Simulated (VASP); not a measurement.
Input of a VASP 6.6.1 run:

File INCAR:

```
SYSTEM = ZrO3
PREC = Accurate
ENCUT = 520
EDIFF = 1E-6
ISMEAR = 0
SIGMA = 0.02
LREAL = .FALSE.
LASPH = .TRUE.
NELM = 100
ALGO = Normal
ISIF = 2
LWAVE = .FALSE.
LCHARG = .TRUE.
GGA = PS
LELF = .TRUE.
LVHAR = .TRUE.
NBANDS = 40
```

Contents of KPOINTS:

```
Automatic mesh
0
G
  6 8 4
  0 0 0
```

The input POSCAR:

```
ZrO3
1.0
    4.0566913785      0.0000000000      0.0149534781
    0.0000000000      3.2379510391      0.0000000000
   -0.9051073100      0.0000000000      7.3716399813
Zr O
2 6
Direct
    0.2836894546      0.7500000000      0.6559310113
    0.7163105454      0.2500000000      0.3440689887
    0.8630261224      0.7500000000      0.1835194842
    0.1369738776      0.2500000000      0.8164805158
    0.2404552382      0.2500000000      0.4555936018
    0.7595447618      0.7500000000      0.5444063982
    0.5002592329      0.2500000000      0.8168122901
    0.4997407671      0.7500000000      0.1831877099
```

Potentials or basis: VASP PAW PBE potentials, release 64 (Zr_sv, O).

Run with:

```sh
$ cat potpaw_PBE.64/Zr_sv/POTCAR potpaw_PBE.64/O/POTCAR > POTCAR
$ mpirun -np 1 vasp_std > vasp.out
```

Problem. Estimate the band gap on the k mesh.

Solution. 3.47 eV, indirect (least direct gap 3.54 eV).

Problem. Estimate the pressure.

Solution. 0.8 GPa.

Problem. What does it give for the largest force?

Solution. 0.297 eV/Å.

Forces on the atoms (eV/Å):
```
Zr   0.000  0.000 -0.023
Zr   0.000  0.000  0.023
O    0.294  0.000 -0.035
O   -0.294  0.000  0.035
O    0.000  0.000 -0.009
O    0.000  0.000  0.009
O    0.294  0.000  0.043
O   -0.294  0.000 -0.043
```

Caveat: the PAW data sets were made with another functional, which shifts forces and pressure a little. A k mesh can miss the band edges.
